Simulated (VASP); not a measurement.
# MgO (Cmcm) in VASP: single point with PBEsol

Aim: the single point of MgO with PBEsol.

Everything below comes from runs of VASP 6.6.1. Logs are shortened: lines on timing, memory, paths and dates and some standing lists are left out, and cuts for length are marked.

## 1. The cell of the first run

It takes space group Cmcm (No. 63, orthorhombic). The conventional cell has a = 4.270 Å, b = 4.270 Å, c = 4.270 Å, α = 90.00°, β = 90.00°, γ = 90.00°. Within 2.8 Å of Mg (site symmetry m2m) lie 6 O at 2.11 to 2.16 Å. Within 2.8 Å of O (site symmetry m2m) lie 6 Mg at 2.11 to 2.16 Å.

## 2. Single point, PBEsol (mode 4 (275.8 1/cm) frozen in, largest displacement +0.037 Å)

INCAR

```
ALGO = Normal
EDIFF = 1E-7
ENCUT = 520
GGA = PS
ISIF = 2
ISMEAR = 0
LASPH = True
LCHARG = False
LREAL = False
LWAVE = False
NBANDS = 16
NELM = 80
PREC = Accurate
SIGMA = 0.05
```

KPOINTS

```
k-points
0
Gamma
  8 8 6
```

POSCAR

```
MgO
1.0
    0.0000000000     -2.1351500000     -2.1351500000
    0.0000000000      2.1351500000     -2.1351500000
    4.2703000000      0.0000000000      0.0000000000
Mg O
2 2
Direct
    0.4912184156      0.5087815844      0.5000000000
    0.0087815844     -0.0087815844      0.0000000000
    0.5039712409      0.4960287591      0.0000000000
   -0.0039712409      0.0039712409      0.5000000000
```

Potentials or basis: VASP PAW PBE potentials, release 64 (Mg, O).

Started as:

```console
$ cat potpaw_PBE.64/Mg/POTCAR potpaw_PBE.64/O/POTCAR > POTCAR
$ mpirun -np 1 vasp_std > vasp.out
```

OUTCAR:

```text
EDIFF = 1E-7
   ENCUT = 520
   GGA = PS
   ISIF = 2
   ISMEAR = 0
   LASPH = True
   LREAL = False
   NELM = 80
   PREC = Accurate

 ion  position               nearest neighbor table
   1  0.491  0.509  0.500-   4 2.11   4 2.14   4 2.14   3 2.14   3 2.14   4 2.16   2 2.97   2 2.97
                             2 3.02   2 3.02   2 3.02   2 3.02   2 3.07   2 3.07
   2  0.009  0.991  0.000-   3 2.11   3 2.14   3 2.14   4 2.14   4 2.14   3 2.16   1 2.97   1 2.97
                             1 3.02   1 3.02   1 3.02   1 3.02   1 3.07   1 3.07
   3  0.504  0.496  0.000-   2 2.11   2 2.14   2 2.14   1 2.14   1 2.14   2 2.16
   4  0.996  0.004  0.500-   1 2.11   1 2.14   1 2.14   2 2.14   2 2.14   1 2.16

  LATTYP: Found a simple tetragonal cell.
 ALAT       =     3.0195580877
 C/A-ratio  =     1.4142135624

  Lattice vectors:

 A1 = (   0.0000000000,  -2.1351500000,  -2.1351500000)
 A2 = (   0.0000000000,   2.1351500000,  -2.1351500000)
 A3 = (   4.2703000000,   0.0000000000,   0.0000000000)

Analysis of symmetry for initial positions (statically):
=====================================================================
 Subroutine PRICEL returns:
 Original cell was already a primitive cell.

 Routine SETGRP: Setting up the symmetry group for a
 simple tetragonal supercell.

 Subroutine GETGRP returns: Found  8 space group operations
 (whereof  4 operations were pure point group operations)
 out of a pool of 16 trial point group operations.

The static configuration has the point symmetry C_2v.
 The point group associated with its full space group is D_2h.

Analysis of symmetry for dynamics (positions and initial velocities):
=====================================================================
 Subroutine PRICEL returns:
 Original cell was already a primitive cell.

 Routine SETGRP: Setting up the symmetry group for a
 simple tetragonal supercell.

 Subroutine GETGRP returns: Found  8 space group operations
 (whereof  4 operations were pure point group operations)
 out of a pool of 16 trial point group operations.

The dynamic configuration has the point symmetry C_2v.
 The point group associated with its full space group is D_2h.

 Subroutine INISYM returns: Found  8 space group operations
 (whereof  4 operations are pure point group operations),
 and found     1 'primitive' translations

----------------------------------------------------------------------------------------

                                     Primitive cell

  volume of cell :      38.9354

  direct lattice vectors                    reciprocal lattice vectors
     0.000000000 -2.135150000 -2.135150000     0.000000000 -0.234175585 -0.234175585
     0.000000000  2.135150000 -2.135150000     0.000000000  0.234175585 -0.234175585
     4.270300000  0.000000000  0.000000000     0.234175585  0.000000000  0.000000000

  length of vectors
     3.019558088  3.019558088  4.270300000     0.331174288  0.331174288  0.234175585

  position of ions in fractional coordinates (direct lattice)
     0.491218416  0.508781584  0.500000000
     0.008781584  0.991218416  0.000000000
     0.503971241  0.496028759  0.000000000
     0.996028759  0.003971241  0.500000000

  ion indices of the primitive-cell ions
   primitive index   ion index
                 1           1
                 2           2
                 3           3
                 4           4

----------------------------------------------------------------------------------------

 KPOINTS: k-points

Automatic generation of k-mesh.
 Grid dimensions read from file:
 generate k-points for:    8    8    6

 Generating k-lattice:

  Cartesian coordinates                     Fractional coordinates (reciprocal lattice)
     0.000000000 -0.029271948 -0.029271948     0.125000000  0.000000000  0.000000000
     0.000000000  0.029271948 -0.029271948     0.000000000  0.125000000  0.000000000
     0.039029264  0.000000000  0.000000000     0.000000000  0.000000000  0.166666667

  Length of vectors
     0.041396786  0.041396786  0.039029264

  Shift w.r.t. Gamma in fractional coordinates (k-lattice)
     0.000000000  0.000000000  0.000000000

 Subroutine IBZKPT returns following result:
 ===========================================

 Found     84 irreducible k-points:

 Following reciprocal coordinates:
            Coordinates               Weight
  0.000000  0.000000  0.000000      1.000000
  0.125000  0.000000  0.000000      4.000000
  0.250000  0.000000  0.000000      4.000000
  0.375000  0.000000  0.000000      4.000000
  0.500000  0.000000  0.000000      2.000000
  0.125000  0.125000  0.000000      2.000000
[... 16 lines left out ...]
  0.125000  0.000000  0.166667      8.000000
  0.250000  0.000000  0.166667      8.000000
 [... further k-points ...]
   k-points           NKPTS =     84   k-points in BZ     NKDIM =     84   number of bands    NBANDS=     16
   number of dos      NEDOS =    301   number of ions     NIONS =      4
   total plane-waves  NPLWV =  18432
   dimension x,y,z NGX =    24 NGY =   24 NGZ =   32
   dimension x,y,z NGXF=    48 NGYF=   48 NGZF=   64
   ions per type =               2   2
   NGX,Y,Z   is equivalent  to a cutoff of  13.21, 13.21, 12.46 a.u.
   NGXF,Y,Z  is equivalent  to a cutoff of  26.43, 26.43, 24.92 a.u.
 SYSTEM =  unknown system
   PREC   = accura    normal or accurate (medium, high low for compatibility)
   ISTART =      0    job   : 0-new  1-cont  2-samecut
   ICHARG =      2    charge: 1-file 2-atom 10-const
   ISPIN  =      1    spin polarized calculation?
   LNONCOLLINEAR =      F non collinear calculations
   LSORBIT =      F    spin-orbit coupling
   LASPH  =      T    aspherical Exc in radial PAW
   ENCUT  =  520.0 eV  38.22 Ry    6.18 a.u.   5.61  5.61  7.94*2*pi/ulx,y,z
   NELM   =     80;   NELMIN=  2; NELMDL= -5     # of ELM steps
   EDIFF  = 0.1E-06   stopping-criterion for ELM
   LREAL  =      F    real-space projection
   EDIFFG = 0.1E-05   stopping-criterion for IOM
   NSW    =      0    number of steps for IOM
   IBRION =     -1    ionic relax: 0-MD 1-quasi-New 2-CG
   NFREE  =      0    steps in history (QN), initial steepest desc. (CG)
   ISIF   =      2    stress and relaxation
   ISYM   =      2    0-nonsym 1-usesym 2-fastsym
   POTIM  = 0.5000    time-step for ionic-motion
   TEBEG  =    0.0;   TEEND  =   0.0 temperature during run
   PSTRESS=    0.0 pullay stress
   NELECT =      16.0000    total number of electrons
   NUPDOWN=      -1.0000    fix difference up-down
   EMIN   =  10.00;   EMAX   =-10.00  energy-range for DOS
   EFERMI =   0.00;   METHOD = LEGACY
   ISMEAR =     0;   SIGMA  =   0.05  broadening in eV -4-tet -1-fermi 0-gaus
   EFERMI_NEDOS =   21; number of points for ismear=-14 and -15
   IALGO  =     38    algorithm
   IMIX   =      4    mixing-type and parameters
     AMIX     =   0.40;   BMIX     =  1.00
     AMIX_MAG =   1.60;   BMIX_MAG =  1.00
  volume/ion in A,a.u.               =       9.73        65.69
  Fermi-wavevector in a.u.,A,eV,Ry     =   1.217119  2.300022 20.155386  1.481379
  Thomas-Fermi vector in A             =   2.352450
   LORBIT       =      0    0 simple, 1 ext, 2 COOP (PROOUT), +10 PAW based schemes
   GGA     = PS    functional components
   LHFCALC =     F    Hartree Fock is set to
   AEXX    =    0.0000 exact exchange contribution
   IVDW    =     0    specifies the selected vdW correction
   LEPSILON=     F    determine dielectric tensor
   LRPA    =     F    only Hartree local field effects (RPA)
 non-spin polarized calculation
 Gauss-broadening in eV      SIGMA  =   0.05
  energy-cutoff  :      520.00
  volume of cell :       38.94
 maximum number of plane-waves:      1088
 NGX is ok and might be reduce to    24
   NGX = 11   NGY = 11   NGZ = 15

 number of electron      15.9999993 magnetization

 Free energy of the ion-electron system (eV)
  ---------------------------------------------------
  ext. energy  EPLUGINS =         0.00000000
  ---------------------------------------------------
  free energy    TOTEN  =       -24.98271581 eV

  energy without entropy =      -24.98271581  energy(sigma->0) =      -24.98271581

 E-fermi :   3.0128     XC(G=0): -11.1127

 val. band max:        2.7668929342   @ k =   0.0000   0.0000   0.0000
 cond. band min:       7.0095922164   @ k =   0.0000   0.0000   0.0000
 fundamental gap:      4.2426992822
 Fermi energy:         3.0128387688

 k-point     1 :       0.0000    0.0000    0.0000
  band No.  band energies     occupation
      1     -14.2318      2.00000
      2     -12.7700      2.00000
      3      -1.2115      2.00000
      4       1.4563      2.00000
      5       1.4565      2.00000
      6       2.7639      2.00000
[... 8 lines left out ...]
     15      18.1926      0.00000
     16      20.9881      0.00000

 k-point     2 :       0.1250    0.0000    0.0000
  band No.  band energies     occupation
      1     -14.1275      2.00000
      2     -12.7582      2.00000
      3      -1.0635      2.00000
      4       1.0144      2.00000
      5       1.5097      2.00000
      6       2.1147      2.00000
[... 8 lines left out ...]
     15      18.4368      0.00000
     16      20.6295      0.00000

 k-point     3 :       0.2500    0.0000    0.0000
  band No.  band energies     occupation
      1     -13.8415      2.00000
      2     -12.7563      2.00000
      3      -0.6344      2.00000
      4       0.1272      2.00000
      5       0.9095      2.00000
      6       1.6621      2.00000
[... 8 lines left out ...]
     15      19.1972      0.00000
     16      20.2078      0.00000
[... 362 lines left out ...]
 k-point    23 :       0.1250    0.0000    0.1667
  band No.  band energies     occupation
      1     -14.0387      2.00000
      2     -12.8517      2.00000
      3      -0.9722      2.00000
      4       1.1485      2.00000
      5       1.5776      2.00000
      6       1.6239      2.00000
[... 8 lines left out ...]
     15      18.5763      0.00000
     16      20.5583      0.00000

 k-point    24 :       0.2500    0.0000    0.1667
  band No.  band energies     occupation
      1     -13.7656      2.00000
      2     -12.8234      2.00000
      3      -0.8569      2.00000
      4       0.4980      2.00000
      5       0.5553      2.00000
      6       1.7176      2.00000
[... 8 lines left out ...]
     15      19.0187      0.00000
     16      20.0041      0.00000

 [... further k-points ...]

------------------------ aborting loop because EDIFF is reached ----------------------------------------

  FORCE on cell =-STRESS in cart. coord.  units (eV):
  Direction    XX          YY          ZZ          XY          YZ          ZX
  --------------------------------------------------------------------------------------
  -------------------------------------------------------------------------------------
  Total       -1.5114910     -1.5060424     -1.5489648      0.0000000      0.0000000      0.0000000
  in kB      -62.1972234    -61.9730125    -63.7392512      0.0000000      0.0000000      0.0000000
  external PRESSURE =     -62.6364957 kB  Pullay stress =       0.0000000 kB

 VOLUME and BASIS-vectors are now :
 -----------------------------------------------------------------------------
  energy-cutoff  :      520.00
  volume of cell :       38.94
      direct lattice vectors                 reciprocal lattice vectors
     0.000000000 -2.135150000 -2.135150000     0.000000000 -0.234175585 -0.234175585
     0.000000000  2.135150000 -2.135150000     0.000000000  0.234175585 -0.234175585
     4.270300000  0.000000000  0.000000000     0.234175585  0.000000000  0.000000000

 POSITION                                       TOTAL-FORCE (eV/Angst)
 -----------------------------------------------------------------------------------
      2.13515      0.03750     -2.13515         0.000000     -0.257037      0.000000
      0.00000      2.09765     -2.13515         0.000000      0.257037      0.000000
      0.00000     -0.01696     -2.13515         0.000000      0.076873      0.000000
      2.13515     -2.11819     -2.13515         0.000000     -0.076873      0.000000
 -----------------------------------------------------------------------------------
    total drift:                               -0.000000      0.000000     -0.000000

  FREE ENERGIE OF THE ION-ELECTRON SYSTEM (eV)
  ---------------------------------------------------
  free  energy   TOTEN  =       -24.9827158093 eV

  energy  without entropy=      -24.9827158093  energy(sigma->0) =      -24.98271581
```

It took 68 s on 1 thread of AMD EPYC 7R13, shared host; peak memory 0.15 GiB.

What came out:

```
Free energy            : -24.9827 eV
Pressure               : -6.3 GPa
Largest force          : 0.257 eV/Å
Band gap on the k mesh : 4.24 eV
```

Forces in eV/Å, atoms in the order of the input:
```
Mg   0.000 -0.257  0.000
Mg   0.000  0.257  0.000
O    0.000  0.077  0.000
O    0.000 -0.077  0.000
```

Caveat: the cell differs from its parent crystal (mode 4 (275.8 1/cm) frozen in, largest displacement +0.037 Å); the PAW data sets were made with another functional, which shifts forces and pressure a little.
